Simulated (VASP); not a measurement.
A run of VASP 6.6.1:

INCAR

```
  PREC = Accurate
  ENCUT = 600
  EDIFF = 1E-6
  ISMEAR = 0
  SIGMA = 0.1
  LREAL = False
  LASPH = True
  NELM = 60
  ALGO = Normal
  ISIF = 3
  LWAVE = False
  LCHARG = False
  GGA = PE
  IBRION = 2
  NSW = 90
  EDIFFG = -0.04
```

The input KPOINTS:

```
Automatic mesh
0
Gamma
  4 4 2
```

The input POSCAR:

```
ScSiS3
1.0
    3.8870871600      0.0000000000      0.0000000000
    0.0000000000      3.8870871600      0.0000000000
    0.0000000000      0.0000000000      8.2217368700
Sc Si S
1 1 3
Direct
    0.5000000000      0.5000000000      0.5000000000
    0.0000000000      0.0000000000      0.5000000000
    0.0000000000      0.0000000000      0.0000000000
    0.5000000000      0.5000000000      0.7361531800
    0.5000000000      0.5000000000      0.2638468200
```

Potentials or basis: VASP PAW PBE potentials, release 64 (Sc_sv, Si, S).

Launch:

```sh
$ cat potpaw_PBE.64/Sc_sv/POTCAR potpaw_PBE.64/Si/POTCAR potpaw_PBE.64/S/POTCAR > POTCAR
$ mpirun -np 1 vasp_std > vasp.out
```

Hardware: 1 thread of Intel(R) Xeon(R) 6975P-C (Granite Rapids), on a shared host.

Problem. Estimate the wall time of this run.

Solution. Wall time 4.6 min on 1 thread of Intel(R) Xeon(R) 6975P-C (Granite Rapids), with other jobs on the host, peak memory 0.29 GiB. Counts: scf iterations 242, k points 12, ion steps 23.
